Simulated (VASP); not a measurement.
Crystal: Zn2SbO3.

```
Zn Sb O
1.0
     3.32299    0.00000    0.00000
     0.00000    3.32299    0.00000
     0.00000    0.00000    7.28277
Zn Sb O
2 1 3
Direct
  0.00000 0.50000 0.73400
  0.50000 0.00000 0.26600
  0.00000 0.00000 0.00000
  0.50000 0.50000 0.00000
  0.00000 0.50000 0.38200
  0.50000 0.00000 0.61800
```

The cell was generated, and may not be a known phase.

* Program: VASP 6.6.1
* Task: relaxation of cell and atoms
* Functional: PBE
* Potentials or basis: VASP PAW PBE potentials, release 64 (Zn, Sb_d_GW, O)
* Cutoff: 700 eV
* k mesh: 6 × 6 × 4
* Occupations: gaussian, width 0.1 eV
* Spin: no spin polarisation

At the start: pressure -0.0 GPa; volume 13.40 Å³/atom.

How do energy, volume and symmetry change on relaxing?

Over 17 steps the energy falls by 810.4 meV/atom and the volume is 14.14 Å³/atom (+5.5 %); space group P-4m2 (No. 115, to 0.1 Å) before and after.

Step by step:
```
step  energy change (eV)  largest force (eV/Å)  pressure (GPa)  volume (Å³)
   1              0.0000                5.2764            0.00        80.42
   2             -2.5121                3.4879           -6.48        80.40
   3             -4.4884                0.8832           -5.64        80.29
   4             -4.5749                0.9402           -4.00        80.25
   5             -4.6145                0.5139            8.69        74.87
   6             -4.6778                0.6304            2.61        77.14
   7             -4.7700                0.3367            1.89        78.71
   8             -4.8326                0.2829            1.19        81.75
   9             -4.8332                0.2338            1.21        81.52
  10             -4.8434                0.2672           -1.47        83.92
  11             -4.8449                0.2231           -0.80        83.27
  12             -4.8550                0.1303            0.24        83.46
  13             -4.8551                0.1240            0.29        83.48
  14             -4.8593                0.0904            0.17        84.00
  15             -4.8607                0.0681            0.08        84.45
  16             -4.8607                0.0646            0.07        84.52
  17             -4.8623                0.0347            0.04        84.86
```

Final structure:
```
CELL_PARAMETERS angstrom
3.15866 0.00000 0.00000
0.00000 3.15866 0.00000
0.00000 0.00000 8.50584
ATOMIC_POSITIONS crystal
Zn 0.00000 0.50000 0.61891
Zn 0.50000 0.00000 0.38109
Sb 0.00000 0.00000 0.00000
O 0.50000 0.50000 0.00000
O 0.00000 0.50000 0.37385
O 0.50000 0.00000 0.62615
```

Caveat: a cell axis changed by over 15 % at a fixed basis, so the end point is rough; an odd number of electrons without spin polarisation forces a metal; a magnetic or distorted state may lie lower.
